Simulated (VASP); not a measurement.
**Ir12F: single point with PBE**

Ir12F, a slab with vacuum:

```
Ir F
1.0
     5.43058    0.00000    0.00000
     2.71529    4.70302    0.00000
     0.00000    0.00000   16.43405
Ir F
12 1
Direct
  0.16667 0.16667 0.06085
  0.66667 0.16667 0.06085
  0.16667 0.66667 0.06085
  0.66667 0.66667 0.06085
  0.83727 0.33500 0.19354
  0.33950 0.33613 0.19551
  0.83803 0.83460 0.19334
  0.33873 0.83347 0.19407
  0.00719 0.99963 0.32560
  0.50690 0.00384 0.32552
  0.00964 0.50211 0.32559
  0.51013 0.50213 0.33083
  0.57387 0.51826 0.44858
```

```json
{"Program": "VASP 6.6.1", "Task": "single point", "Functional": "PBE", "Potentials or basis": "VASP PAW PBE potentials, release 64 (Ir, F)", "Cutoff": "520 eV", "k mesh": "4 × 4 × 1", "Occupations": "gaussian, width 0.1 eV", "Spin": "no spin polarisation"}
```

- Largest force: 0.311 eV/Å
- Band gap on the k mesh: zero (an odd number of electrons rules out a gap without spin polarisation)

Forces on the atoms (eV/Å):
```
Ir   0.032  0.000 -0.271
Ir   0.023  0.231  0.025
Ir   0.263 -0.130  0.006
Ir  -0.091 -0.061  0.013
Ir   0.005  0.001  0.021
Ir   0.001 -0.005 -0.016
Ir   0.002 -0.002 -0.007
Ir   0.003  0.001 -0.001
Ir   0.005  0.012  0.043
Ir   0.006 -0.001  0.043
Ir   0.003  0.001  0.040
Ir  -0.035 -0.008 -0.118
F   -0.216 -0.039  0.221
```

Levels at points of the mesh, in eV from the Fermi level:
```tsv
k point	band 54	band 55	band 56	band 57	band 58	band 59	band 60	band 61
(0.00, 0.00, 0.00)	0.42	0.44	0.50	0.60	0.68	0.85	0.95	0.96
(0.50, 0.00, 0.00)	-1.17	-1.00	-0.92	-0.47	-0.40	-0.36	-0.33	-0.30
(0.50, 0.50, 0.00)	-1.17	-1.00	-0.92	-0.45	-0.44	-0.37	-0.34	-0.34
(0.00, 0.50, 0.00)	-1.17	-1.00	-0.92	-0.48	-0.42	-0.37	-0.33	-0.31
```

It took 14 min on 1 thread of Intel(R) Xeon(R) Platinum 8259CL CPU @ 2.50GHz (Skylake/Cascade Lake) (shared host), peak memory 0.6 GiB.

Caveat: there is no dipole correction, which matters where the two faces differ; spin-orbit coupling is left out, which moves the levels of the heavy elements; an odd number of electrons without spin polarisation forces a metal; a magnetic or distorted state may lie lower.
